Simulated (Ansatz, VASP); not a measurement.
**One calculation of Cu12CO, two programs**

INCAR

```
SYSTEM = Cu12CO
ALGO     = Normal         ! electronic algorithm
DIPOL    = 0.5 0.5 0.304
EDIFF    = 1E-6           ! SCF threshold, eV
ENCUT    = 520            ! plane-wave cutoff, eV
GGA      = PE             ! functional
IDIPOL   = 3            
ISIF     = 2              ! what is computed and relaxed
ISMEAR   = 0              ! smearing method
IVDW     = 12             ! dispersion correction
LASPH    = .True.         ! aspherical terms in the spheres
LCHARG   = .False.        ! write CHGCAR
LDIPOL   = .True.       
LREAL    = .False.        ! projectors in reciprocal space
LWAVE    = .False.        ! write WAVECAR
NBANDS   = 84             ! bands
NELM     = 100            ! most SCF steps
PREC     = Accurate       ! precision mode
SIGMA    = 0.1            ! smearing width, eV
```

The input KPOINTS:

```
k-points
0
Gamma
  6 6 1
  0 0 0
```

File POSCAR:

```
Cu12CO
1.0
    5.0393684011      0.0000000000      0.0000000000
   -2.5196842005      4.3642210544      0.0000000000
    0.0000000000      0.0000000000     22.8721943999
Cu O C
12 1 1
Direct
    0.3333333333      0.1666666667      0.1748848375
    0.3333333333      0.6666666667      0.1748848375
    0.8333333333      0.1666666667      0.1748848375
    0.8333333333      0.6666666667      0.1748848375
    0.1666666667      0.3333333333      0.2649977796
    0.1666666667      0.8333333333      0.2649977796
    0.6666666667      0.3333333333      0.2649977796
    0.6666666667      0.8333333333      0.2649977796
    0.0000000000      0.0000000000      0.3551121619
    0.0000000000      0.5000000000      0.3551121619
    0.5000000000      0.0000000000      0.3551121619
    0.5000000000      0.5000000000      0.3551121619
    0.0000000000      0.2500000000      0.5125085156
    0.0000000000      0.2500000000      0.5627879063
```

Input for Ansatz:

```yaml
crystal:
  lattice:
    - [5.0393684011, 0.0, 0.0]
    - [-2.5196842005, 4.3642210544, 0.0]
    - [0.0, 0.0, 22.8721943999]
  atoms:
    - { symbol: Cu, position: [0.3333333333, 0.1666666667, 0.1748848375] }
    - { symbol: Cu, position: [0.3333333333, 0.6666666667, 0.1748848375] }
    - { symbol: Cu, position: [0.8333333333, 0.1666666667, 0.1748848375] }
    - { symbol: Cu, position: [0.8333333333, 0.6666666667, 0.1748848375] }
    - { symbol: Cu, position: [0.1666666667, 0.3333333333, 0.2649977796] }
    - { symbol: Cu, position: [0.1666666667, 0.8333333333, 0.2649977796] }
    - { symbol: Cu, position: [0.6666666667, 0.3333333333, 0.2649977796] }
    - { symbol: Cu, position: [0.6666666667, 0.8333333333, 0.2649977796] }
    - { symbol: Cu, position: [0.0, 0.0, 0.3551121619] }
    - { symbol: Cu, position: [0.0, 0.5, 0.3551121619] }
    - { symbol: Cu, position: [0.5, 0.0, 0.3551121619] }
    - { symbol: Cu, position: [0.5, 0.5, 0.3551121619] }
    - { symbol: O, position: [0.0, 0.25, 0.5125085156] }
    - { symbol: C, position: [0.0, 0.25, 0.5627879063] }
basis:
  ecutwfc: 420
kpoints:
  mp_grid: { grid: [6, 6, 1] }
hamiltonian:
  xc: pbe
  dispersion: d3bj
scf:
  occupations: { method: gaussian, width: 0.1 }
output:
  forces: true
  eigenvalues: true
efield:
  axis: 3
  dipole_correction: true
  ramp_width: 0.04
```

Alike in both runs: task single point; functional PBE; dispersion D3(BJ); k mesh 6 × 6 × 1; occupations gaussian, width 0.1 eV; no spin polarisation.

|  | VASP | Ansatz |
| --- | --- | --- |
| version | VASP 6.6.1 | Ansatz 0.2.0 |
| potentials or method | VASP PAW PBE potentials, release 64 (Cu, O, C), cutoff 520 eV | scalar-relativistic, plane waves, PAW |
| valence electrons in the cell | 142 | 238 |

VASP gave:

| Quantity | Value |
| --- | --- |
| gap on the k mesh at the Fermi level (eV) | none |
| rms of the force components (eV/Å) | 0.158 |

Task: Which values does Ansatz return?

Result: gap on the k mesh at the Fermi level (eV): none; rms of the force components (eV/Å): 0.341.

Atom by atom the forces differ by 0.184 eV/Å (rms over components). A gap of «none» marks a metal or a gap that the smearing closes. One of these differences is far larger than is usual between the two programs; its cause wasn't traced. VASP's potentials hold 142 valence electrons a cell and Ansatz's 238, so a difference there can come from the potentials and not from the codes.

Noted on VASP's run: the standard files for N, O and F lose accuracy on very short bonds.
